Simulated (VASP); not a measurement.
Wanted: the native input for a VASP 6.6.1 run.

```
Task                   : relaxation of cell and atoms
Functional             : PBE
Potentials or basis    : VASP PAW PBE potentials, release 64 (Ga_d, Si, S)
Cutoff                 : 500 eV
k mesh                 : 4 × 4 × 3
Occupations            : gaussian, width 0.2 eV
Spin                   : no spin polarisation
Dipole correction      : no
Further INCAR settings : ALGO = Normal; EDIFF = 1e-07; IBRION = 2; EDIFFG = -0.08; NSW = 36; ISIF = 3
```

The structure of GaSi2S2 lies in POSCAR:

```
GaSi2S2
1.0
    2.7495989600     -2.7843184300      0.0000000000
    2.7495989600      2.7843184300      0.0000000000
    0.0000000000      0.0000000000      6.4578043900
Ga Si S
1 2 2
Direct
    0.5000000000      0.5000000000      0.0000000000
    0.0000000000      0.5000000000      0.5000000000
    0.5000000000      0.0000000000      0.5000000000
    0.0000000000      0.0000000000      0.5000000000
    0.0000000000      0.0000000000      0.0000000000
```

These files were run (other wordings do the same):

INCAR

```
ALGO     = Normal         # electronic algorithm
EDIFF    = 1E-7           # SCF threshold, eV
EDIFFG   = -0.08          # ionic threshold
ENCUT    = 500            # plane-wave cutoff, eV
GGA      = PE             # functional
GGA_COMPAT= False        
IBRION   = 2              # ionic algorithm
ISIF     = 3              # what is computed and relaxed
ISMEAR   = 0              # smearing method
LASPH    = True           # aspherical terms in the spheres
LCHARG   = False          # write CHGCAR
LREAL    = False          # projectors in reciprocal space
LWAVE    = False          # write WAVECAR
NELM     = 120            # most SCF steps
NELMIN   = 4            
NSW      = 36             # ionic steps
PREC     = Accurate       # precision mode
SIGMA    = 0.2            # smearing width, eV
```

KPOINTS

```
k-points
0
Gamma
  4 4 3
```

Potentials or basis: VASP PAW PBE potentials, release 64 (Ga_d, Si, S).

Command:

```console
$ cat potpaw_PBE.64/Ga_d/POTCAR potpaw_PBE.64/Si/POTCAR potpaw_PBE.64/S/POTCAR > POTCAR
$ mpirun -np 1 vasp_std > vasp.out
```

It gave:

- Relaxed volume: 20.09 Å³/atom
- Relaxed cell: a = 5.020 Å, b = 5.020 Å, c = 4.556 Å, α = 90.00°, β = 90.00°, γ = 118.96°
- Space group after relaxing (to 0.05 Å): Cmmm (No. 65)
- Energy gained by relaxing: 696.1 meV/atom
- Ionic steps: 33
- Pressure after relaxing: 0.0 GPa

Caveat: the k points lie up to 0.46 Å⁻¹ apart in the final cell; this functional lacks dispersion, which binds the layers, so the pressure and a relaxed spacing across them are unreliable.

It took 8.3 min on 1 thread of Intel(R) Xeon(R) Platinum 8559C (Emerald Rapids) (shared host), peak memory 0.21 GiB.
